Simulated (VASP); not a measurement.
# AlN (Pna2_1) in VASP: further runs

Runs on AlN. Level: PBE. Tasks: single point.

Program: VASP 6.6.1. These are calculated values, not measurements. Logs are shortened: lines on timing, memory, paths and dates and some standing lists are left out, and cuts for length are marked.

## Step 1: The cell of the first run

The structure is orthorhombic, space group Pna2_1 (No. 33). Conventional cell: a = 5.739 Å, b = 3.313 Å, c = 4.188 Å, α = 90.00°, β = 90.00°, γ = 90.00°. Al (site symmetry 1) has 5 N at 1.91 to 2.28 Å within 2.5 Å. Within 2.5 Å of N (site symmetry 1) lie 5 Al at 1.91 to 2.28 Å.

## Step 2: Single point, PBE (mode 4 frozen in at -0.147 Å and mode 5 at -0.124 Å (largest displacements))

The input, INCAR:

```
ALGO = Normal ; EDIFF = 1E-6
ENCUT = 520 ; GGA = PE
ISIF = 2 ; ISMEAR = 0
LASPH = T ; LCHARG = T
LELF = T ; LREAL = F
LVHAR = T ; LWAVE = F
NBANDS = 26 ; NELM = 60
PREC = Accurate ; SIGMA = 0.05
```

The input, KPOINTS:

```
k-points
0
Gamma
  8 6 4
```

The input, POSCAR:

```
AlN
1.0
   -3.3134793387      0.0000000000      0.0000000000
    0.0000000000      0.0000000000     -4.1875902400
    0.0000000000     -5.7391145645      0.0000000000
Al N
4 4
Direct
    0.5444246017      0.2346278035      0.1666666667
   -0.0444246017      0.2346278035      0.6666666667
    0.0444246017      0.7346278035      0.3333333333
    0.4555753983      0.7346278035      0.8333333333
    0.5428032807      0.7796113022      0.1666666667
   -0.0428032807      0.7796113022      0.6666666667
    0.0428032807      0.2796113022      0.3333333333
    0.4571967193      0.2796113022      0.8333333333
```

Potentials or basis: VASP PAW PBE potentials, release 64 (Al, N).

Started as:

```console
$ cat potpaw_PBE.64/Al/POTCAR potpaw_PBE.64/N/POTCAR > POTCAR
$ mpirun -np 1 vasp_std > vasp.out
```

OUTCAR:

```text
EDIFF = 1E-6
   ENCUT = 520
   GGA = PE
   ISIF = 2
   ISMEAR = 0
   LASPH = T
   LREAL = F
   NELM = 60
   PREC = Accurate

 ion  position               nearest neighbor table
   1  0.544  0.235  0.167-   5 1.91   7 1.92   7 1.93   8 1.94   5 2.28   3 2.84   3 2.84   3 2.84
                             3 2.84   4 2.85   4 2.85   2 3.18   2 3.18
   2  0.956  0.235  0.667-   6 1.91   8 1.92   8 1.93   7 1.94   6 2.28   4 2.84   4 2.84   4 2.84
                             4 2.84   3 2.85   3 2.85   1 3.18   1 3.18
   3  0.044  0.735  0.333-   7 1.91   5 1.92   5 1.93   6 1.94   7 2.28   1 2.84   1 2.84   1 2.84
                             1 2.84   2 2.85   2 2.85   4 3.18   4 3.18
   4  0.456  0.735  0.833-   8 1.91   6 1.92   6 1.93   5 1.94   8 2.28   2 2.84   2 2.84   2 2.84
                             2 2.84   1 2.85   1 2.85   3 3.18   3 3.18
   5  0.543  0.780  0.167-   1 1.91   3 1.92   3 1.93   4 1.94   1 2.28
   6  0.957  0.780  0.667-   2 1.91   4 1.92   4 1.93   3 1.94   2 2.28
   7  0.043  0.280  0.333-   3 1.91   1 1.92   1 1.93   2 1.94   3 2.28
   8  0.457  0.280  0.833-   4 1.91   2 1.92   2 1.93   1 1.94   4 2.28

  LATTYP: Found a simple orthorhombic cell.
 ALAT       =     3.3134793387
 B/A-ratio  =     1.2638045426
 C/A-ratio  =     1.7320508076

  Lattice vectors:

 A1 = (  -3.3134793387,   0.0000000000,   0.0000000000)
 A2 = (   0.0000000000,   0.0000000000,  -4.1875902400)
 A3 = (   0.0000000000,  -5.7391145645,   0.0000000000)

Analysis of symmetry for initial positions (statically):
=====================================================================
 Subroutine PRICEL returns:
 Original cell was already a primitive cell.

 Routine SETGRP: Setting up the symmetry group for a
 simple orthorhombic supercell.

 Subroutine GETGRP returns: Found  4 space group operations
 (whereof  1 operations were pure point group operations)
 out of a pool of  8 trial point group operations.

The static configuration has the point symmetry C_1 .
 The point group associated with its full space group is C_2v.

Analysis of symmetry for dynamics (positions and initial velocities):
=====================================================================
 Subroutine PRICEL returns:
 Original cell was already a primitive cell.

 Routine SETGRP: Setting up the symmetry group for a
 simple orthorhombic supercell.

 Subroutine GETGRP returns: Found  4 space group operations
 (whereof  1 operations were pure point group operations)
 out of a pool of  8 trial point group operations.

The dynamic configuration has the point symmetry C_1 .
 The point group associated with its full space group is C_2v.
[... 114 lines left out ...]
   NSW    =      0    number of steps for IOM
   IBRION =     -1    ionic relax: 0-MD 1-quasi-New 2-CG
   NFREE  =      0    steps in history (QN), initial steepest desc. (CG)
   ISIF   =      2    stress and relaxation
   ISYM   =      2    0-nonsym 1-usesym 2-fastsym
   POTIM  = 0.5000    time-step for ionic-motion
   TEBEG  =    0.0;   TEEND  =   0.0 temperature during run
   PSTRESS=    0.0 pullay stress
   NELECT =      32.0000    total number of electrons
   NUPDOWN=      -1.0000    fix difference up-down
   EMIN   =  10.00;   EMAX   =-10.00  energy-range for DOS
   EFERMI =   0.00;   METHOD = LEGACY
   ISMEAR =     0;   SIGMA  =   0.05  broadening in eV -4-tet -1-fermi 0-gaus
   EFERMI_NEDOS =   21; number of points for ismear=-14 and -15
   IALGO  =     38    algorithm
   IMIX   =      4    mixing-type and parameters
     AMIX     =   0.40;   BMIX     =  1.00
     AMIX_MAG =   1.60;   BMIX_MAG =  1.00
  volume/ion in A,a.u.               =       9.95        67.17
  Fermi-wavevector in a.u.,A,eV,Ry     =   1.208074  2.282930 19.856940  1.459444
  Thomas-Fermi vector in A             =   2.343693
   LORBIT       =      0    0 simple, 1 ext, 2 COOP (PROOUT), +10 PAW based schemes
   GGA     = PE    functional components
   LHFCALC =     F    Hartree Fock is set to
   AEXX    =    0.0000 exact exchange contribution
   IVDW    =     0    specifies the selected vdW correction
   LEPSILON=     F    determine dielectric tensor
   LRPA    =     F    only Hartree local field effects (RPA)
 non-spin polarized calculation
 Gauss-broadening in eV      SIGMA  =   0.05
  energy-cutoff  :      520.00
  volume of cell :       79.63
 maximum number of plane-waves:      2174
 NGX is ok and might be reduce to    28
   NGX = 13   NGY = 15   NGZ = 21

 number of electron      31.9999995 magnetization

 Free energy of the ion-electron system (eV)
  ---------------------------------------------------
  ext. energy  EPLUGINS =         0.00000000
  ---------------------------------------------------
  free energy    TOTEN  =       -58.27273031 eV

  energy without entropy =      -58.27273031  energy(sigma->0) =      -58.27273031

 E-fermi :   7.9318     XC(G=0): -11.1609

 val. band max:        7.7202179066   @ k =   0.0000   0.0000   0.0000
 cond. band min:      11.0584343582   @ k =   0.0000   0.0000   0.0000
 fundamental gap:      3.3382164516
 Fermi energy:         7.9318098320

 k-point     1 :       0.0000    0.0000    0.0000
  band No.  band energies     occupation
      1      -8.8305      2.00000
      2      -7.0008      2.00000
      3      -5.8229      2.00000
      4      -5.2657      2.00000
      5       1.1356      2.00000
      6       1.4583      2.00000
[... 685 lines left out ...]
     25      17.7755      0.00000
     26      18.2562      0.00000

 [... further k-points ...]
[... 5 lines left out ...]
  --------------------------------------------------------------------------------------
  -------------------------------------------------------------------------------------
  Total       -1.8226968     -1.3104885      5.9857516      0.0000000      0.0000000      0.0000000
  in kB      -36.6717524    -26.3663769    120.4303449      0.0000000      0.0000000      0.0000000
  external PRESSURE =      19.1307385 kB  Pullay stress =       0.0000000 kB

 VOLUME and BASIS-vectors are now :
 -----------------------------------------------------------------------------
  energy-cutoff  :      520.00
  volume of cell :       79.63
      direct lattice vectors                 reciprocal lattice vectors
    -3.313479339  0.000000000  0.000000000    -0.301797566  0.000000000  0.000000000
     0.000000000  0.000000000 -4.187590240     0.000000000  0.000000000 -0.238800824
     0.000000000 -5.739114565  0.000000000     0.000000000 -0.174242906  0.000000000

 POSITION                                       TOTAL-FORCE (eV/Angst)
 -----------------------------------------------------------------------------------
     -1.80394     -0.95652     -0.98253         0.457120      0.161436     -0.613132
     -3.16628     -3.82608     -0.98253        -0.457120      0.161436     -0.613132
     -0.14720     -1.91304     -3.07632         0.457120     -0.161436     -0.613132
     -1.50954     -4.78260     -3.07632        -0.457120     -0.161436     -0.613132
     -1.79857     -0.95652     -3.26469         0.256711      0.202043      0.613132
     -3.17165     -3.82608     -3.26469        -0.256711      0.202043      0.613132
     -0.14183     -1.91304     -1.17090         0.256711     -0.202043      0.613132
     -1.51491     -4.78260     -1.17090        -0.256711     -0.202043      0.613132
 -----------------------------------------------------------------------------------
    total drift:                               -0.000000     -0.000001      0.000373

  FREE ENERGIE OF THE ION-ELECTRON SYSTEM (eV)
  ---------------------------------------------------
  free  energy   TOTEN  =       -58.2727303070 eV

  energy  without entropy=      -58.2727303070  energy(sigma->0) =      -58.27273031
```

OSZICAR:

```text
N       E                     dE             d eps       ncg     rms          rms(c)
DAV:   1     0.114443682033E+03    0.11444E+03   -0.14897E+04  3120   0.112E+03
DAV:   2    -0.577677137484E+02   -0.17221E+03   -0.15996E+03  4194   0.230E+02
DAV:   3    -0.673888156956E+02   -0.96211E+01   -0.95625E+01  4222   0.554E+01
DAV:   4    -0.674767196455E+02   -0.87904E-01   -0.87849E-01  3678   0.604E+00
DAV:   5    -0.674780165118E+02   -0.12969E-02   -0.12965E-02  4078   0.732E-01    0.167E+01
DAV:   6    -0.583262312114E+02    0.91518E+01   -0.28186E+01  3916   0.281E+01    0.569E+00
DAV:   7    -0.583166520834E+02    0.95791E-02   -0.15157E+00  3774   0.634E+00    0.403E+00
DAV:   8    -0.582835266456E+02    0.33125E-01   -0.19031E-01  3634   0.287E+00    0.730E-01
DAV:   9    -0.582717813083E+02    0.11745E-01   -0.44268E-02  4126   0.112E+00    0.357E-01
DAV:  10    -0.582728390224E+02   -0.10577E-02   -0.52148E-03  3690   0.384E-01    0.185E-01
DAV:  11    -0.582727222742E+02    0.11675E-03   -0.56643E-04  3648   0.145E-01    0.418E-02
DAV:  12    -0.582727319047E+02   -0.96306E-05   -0.21339E-05  3722   0.308E-02    0.191E-02
DAV:  13    -0.582727301560E+02    0.17487E-05   -0.10727E-05  3684   0.188E-02    0.348E-03
DAV:  14    -0.582727303070E+02   -0.15098E-06   -0.55309E-07  1946   0.516E-03
   1 F= -.58272730E+02 E0= -.58272730E+02  d E =-.245217E-11
```

stdout:

```text
POSCAR found type information on POSCAR AlN
 POSCAR found :  2 types and       8 ions
 scaLAPACK will be used
 LDA part: xc-table for (Slater+PW92), standard interpolation
 POSCAR, INCAR and KPOINTS ok, starting setup
 FFT: planning ... GRIDC
 FFT: planning ... GRID_SOFT
 FFT: planning ... GRID
 WAVECAR not read
 entering main loop
```

Run time: 67 s. Hardware: 1 thread of Intel Xeon Platinum 8488C (Sapphire Rapids), shared host; peak memory 0.24 GiB.

Results:

- Free energy: -58.2727 eV
- Pressure: 1.9 GPa
- Largest force: 0.782 eV/Å
- Band gap on the k mesh: 3.34 eV, direct

Forces in eV/Å, atoms in the order of the input:
```
Al   0.457  0.161 -0.613
Al  -0.457  0.161 -0.613
Al   0.457 -0.161 -0.613
Al  -0.457 -0.161 -0.613
N    0.257  0.202  0.613
N   -0.257  0.202  0.613
N    0.257 -0.202  0.613
N   -0.257 -0.202  0.613
```

Levels at points of the mesh, in eV from the valence-band top:
| k point | band 12 | band 13 | band 14 | band 15 | band 16 | band 17 | band 18 | band 19 | band 20 | band 21 |
| --- | --- | --- | --- | --- | --- | --- | --- | --- | --- | --- |
| (0.00, 0.00, 0.00) | -2.60 | -1.36 | -1.27 | -1.20 | 0.00 | 3.34 | 4.13 | 4.36 | 6.92 | 7.45 |
| (0.50, 0.00, 0.00) | -3.48 | -2.45 | -2.45 | -1.91 | -1.91 | 5.72 | 5.72 | 6.10 | 6.10 | 7.99 |
| (0.00, 0.50, 0.00) | -2.29 | -2.09 | -2.09 | -1.55 | -1.55 | 5.03 | 5.03 | 5.59 | 5.59 | 8.54 |
| (0.50, 0.50, 0.00) | -4.09 | -0.95 | -0.95 | -0.77 | -0.77 | 5.82 | 5.82 | 6.73 | 6.73 | 8.32 |
| (0.00, 0.00, 0.50) | -2.96 | -1.22 | -1.22 | -0.95 | -0.95 | 4.77 | 4.77 | 6.00 | 6.00 | 7.86 |
| (0.50, 0.00, 0.50) | -3.88 | -2.69 | -2.69 | -1.24 | -1.24 | 4.02 | 4.02 | 6.99 | 6.99 | 7.50 |
| (0.00, 0.50, 0.50) | -2.67 | -1.66 | -1.66 | -1.66 | -1.66 | 5.42 | 5.42 | 5.42 | 5.42 | 8.85 |
| (0.50, 0.50, 0.50) | -2.97 | -1.58 | -1.58 | -1.53 | -1.53 | 5.17 | 5.17 | 5.20 | 5.20 | 9.15 |

Caveat: the cell differs from its parent crystal (mode 4 frozen in at -0.147 Å and mode 5 at -0.124 Å (largest displacements)).

## Step 3: Single point, PBE (mode 4 frozen in at -0.147 Å and mode 5 at -0.248 Å (largest displacements))

The input, INCAR:

```
SYSTEM = AlN
PREC     = Accurate       ! precision mode
ENCUT    = 520            ! plane-wave cutoff, eV
EDIFF    = 1E-7           ! SCF threshold, eV
ISMEAR   = 0              ! smearing method
SIGMA    = 0.05           ! smearing width, eV
LREAL    = .FALSE.        ! projectors in reciprocal space
LASPH    = .TRUE.         ! aspherical terms in the spheres
NELM     = 80             ! most SCF steps
ALGO     = Normal         ! electronic algorithm
ISIF     = 2              ! what is computed and relaxed
LWAVE    = .FALSE.        ! write WAVECAR
LCHARG   = .FALSE.        ! write CHGCAR
GGA      = PE             ! functional
NBANDS   = 26             ! bands
```

The input, KPOINTS:

```
Automatic mesh
0
G
  8 6 4
  0 0 0
```

The input, POSCAR:

```
AlN
1.0
   -3.3134793387      0.0000000000      0.0000000000
    0.0000000000      0.0000000000     -4.1875902400
    0.0000000000     -5.7391145645      0.0000000000
Al N
4 4
Direct
    0.5444246017      0.2192556071      0.1666666667
   -0.0444246017      0.2192556071      0.6666666667
    0.0444246017      0.7192556071      0.3333333333
    0.4555753983      0.7192556071      0.8333333333
    0.5428032807      0.8092226044      0.1666666667
   -0.0428032807      0.8092226044      0.6666666667
    0.0428032807      0.3092226044      0.3333333333
    0.4571967193      0.3092226044      0.8333333333
```

Potentials or basis: VASP PAW PBE potentials, release 64 (Al, N).

Started as:

```console
$ cat potpaw_PBE.64/Al/POTCAR potpaw_PBE.64/N/POTCAR > POTCAR
$ mpirun -np 1 vasp_std > vasp.out
```

OUTCAR:

```text
SYSTEM = AlN
   PREC = Accurate
   ENCUT = 520
   EDIFF = 1E-7
   ISMEAR = 0
   LREAL = .FALSE.
   LASPH = .TRUE.
   NELM = 80
   ISIF = 2
   GGA = PE

 ion  position               nearest neighbor table
   1  0.544  0.219  0.167-   5 1.72   7 1.95   7 1.95   8 1.97   5 2.47   3 2.84   3 2.84   3 2.84
                             3 2.84   4 2.85   4 2.85   2 3.18   2 3.18
   2  0.956  0.219  0.667-   6 1.72   8 1.95   8 1.95   7 1.97   6 2.47   4 2.84   4 2.84   4 2.84
                             4 2.84   3 2.85   3 2.85   1 3.18   1 3.18
   3  0.044  0.719  0.333-   7 1.72   5 1.95   5 1.95   6 1.97   7 2.47   1 2.84   1 2.84   1 2.84
                             1 2.84   2 2.85   2 2.85   4 3.18   4 3.18
   4  0.456  0.719  0.833-   8 1.72   6 1.95   6 1.95   5 1.97   8 2.47   2 2.84   2 2.84   2 2.84
[... 919 lines left out ...]
  external PRESSURE =     139.9761952 kB  Pullay stress =       0.0000000 kB

 VOLUME and BASIS-vectors are now :
 -----------------------------------------------------------------------------
  energy-cutoff  :      520.00
  volume of cell :       79.63
      direct lattice vectors                 reciprocal lattice vectors
    -3.313479339  0.000000000  0.000000000    -0.301797566  0.000000000  0.000000000
     0.000000000  0.000000000 -4.187590240     0.000000000  0.000000000 -0.238800824
     0.000000000 -5.739114565  0.000000000     0.000000000 -0.174242906  0.000000000

 POSITION                                       TOTAL-FORCE (eV/Angst)
 -----------------------------------------------------------------------------------
     -1.80394     -0.95652     -0.91815         0.463586      0.119029     -3.450368
     -3.16628     -3.82608     -0.91815        -0.463586      0.119029     -3.450368
     -0.14720     -1.91304     -3.01195         0.463586     -0.119029     -3.450368
     -1.50954     -4.78260     -3.01195        -0.463586     -0.119029     -3.450368
     -1.79857     -0.95652     -3.38869         0.304997      0.160726      3.450368
     -3.17165     -3.82608     -3.38869        -0.304997      0.160726      3.450368
     -0.14183     -1.91304     -1.29490         0.304997     -0.160726      3.450368
     -1.51491     -4.78260     -1.29490        -0.304997     -0.160726      3.450368
 -----------------------------------------------------------------------------------
    total drift:                               -0.000000     -0.000002      0.000078

  FREE ENERGIE OF THE ION-ELECTRON SYSTEM (eV)
  ---------------------------------------------------
  free  energy   TOTEN  =       -56.9670105817 eV

  energy  without entropy=      -56.9670105817  energy(sigma->0) =      -56.96701058
```

OSZICAR:

```text
N       E                     dE             d eps       ncg     rms          rms(c)
DAV:   1     0.117052767752E+03    0.11705E+03   -0.14950E+04  3120   0.112E+03
DAV:   2    -0.575412737418E+02   -0.17459E+03   -0.16222E+03  4246   0.233E+02
DAV:   3    -0.672314427704E+02   -0.96902E+01   -0.96291E+01  4216   0.556E+01
DAV:   4    -0.673178757694E+02   -0.86433E-01   -0.86378E-01  3610   0.603E+00
DAV:   5    -0.673191099229E+02   -0.12342E-02   -0.12339E-02  3964   0.723E-01    0.178E+01
DAV:   6    -0.570841730665E+02    0.10235E+02   -0.30210E+01  3826   0.296E+01    0.617E+00
DAV:   7    -0.570222241646E+02    0.61949E-01   -0.15461E+00  3704   0.676E+00    0.422E+00
DAV:   8    -0.569732822179E+02    0.48942E-01   -0.17714E-01  3608   0.285E+00    0.586E-01
DAV:   9    -0.569661180763E+02    0.71641E-02   -0.35885E-02  4118   0.106E+00    0.358E-01
DAV:  10    -0.569669627468E+02   -0.84467E-03   -0.43074E-03  3632   0.373E-01    0.143E-01
DAV:  11    -0.569669976650E+02   -0.34918E-04   -0.82559E-04  3412   0.183E-01    0.282E-02
DAV:  12    -0.569670112762E+02   -0.13611E-04   -0.53397E-05  3868   0.464E-02    0.151E-02
DAV:  13    -0.569670102898E+02    0.98636E-06   -0.11175E-05  3504   0.210E-02    0.297E-03
DAV:  14    -0.569670105208E+02   -0.23101E-06   -0.86618E-07  3850   0.601E-03    0.115E-03
DAV:  15    -0.569670105817E+02   -0.60888E-07   -0.10530E-07  2448   0.191E-03
   1 F= -.56967011E+02 E0= -.56967011E+02  d E =-.542973E-11
```

Wall time 3.4 min (1 thread of Intel Xeon 8259CL, shared host); peak memory 0.24 GiB.

What came out:

```
Free energy            : -56.9670 eV
Pressure               : 14.0 GPa
Largest force          : 3.483 eV/Å
Band gap on the k mesh : 3.72 eV, direct
```

Forces on the atoms (eV/Å):
```
Al   0.464  0.119 -3.450
Al  -0.464  0.119 -3.450
Al   0.464 -0.119 -3.450
Al  -0.464 -0.119 -3.450
N    0.305  0.161  3.450
N   -0.305  0.161  3.450
N    0.305 -0.161  3.450
N   -0.305 -0.161  3.450
```

Stress tensor (GPa, compression positive):
```
-9.04  0.00  0.00
 0.00 -7.46  0.00
 0.00  0.00 58.49
```

Caveat: the cell differs from its parent crystal (mode 4 frozen in at -0.147 Å and mode 5 at -0.248 Å (largest displacements)); forces of over 1 eV/Å act on the atoms, so gaps and moduli don't describe the material at rest. A k mesh can miss the band edges.

(Continued in part 2 of 2.)
